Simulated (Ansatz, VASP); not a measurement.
## Ir in VASP and in Ansatz

```
Ir
1.0
     2.71902    0.00000    0.00000
    -1.35951    2.35474    0.00000
     0.00000    0.00000    4.40799
Ir
2
Cartesian
  0.0000 1.5698 1.1020
  1.3595 0.7849 3.3060
```

Alike in both runs: functional PBEsol; k mesh 18 × 18 × 10; occupations gaussian, width 0.1 eV; no spin polarisation.

Ansatz relaxed the structure, and its values are those at the end. VASP's run is a single point on that final structure, the one shown.

|  | VASP | Ansatz |
| --- | --- | --- |
| version | VASP 6.6.1 | Ansatz 0.2.0 |
| potentials or method | VASP PAW PBE potentials, release 64 (Ir_sv_GW), cutoff 560 eV | scalar-relativistic, plane waves, PAW |
| valence electrons in the cell | 34 | 34 |

```csv
,VASP,Ansatz,Ansatz less VASP
gap on the k mesh at the Fermi level (eV),none,none,-
pressure (GPa),-1.8,0.0,+1.80
```

VASP's potentials were made for PBE, not for PBEsol. A gap of «none» marks a metal or a gap that the smearing closes. The functional is the same, so the differences come from potentials, cutoffs and numerics.

Spin-orbit coupling is off throughout.
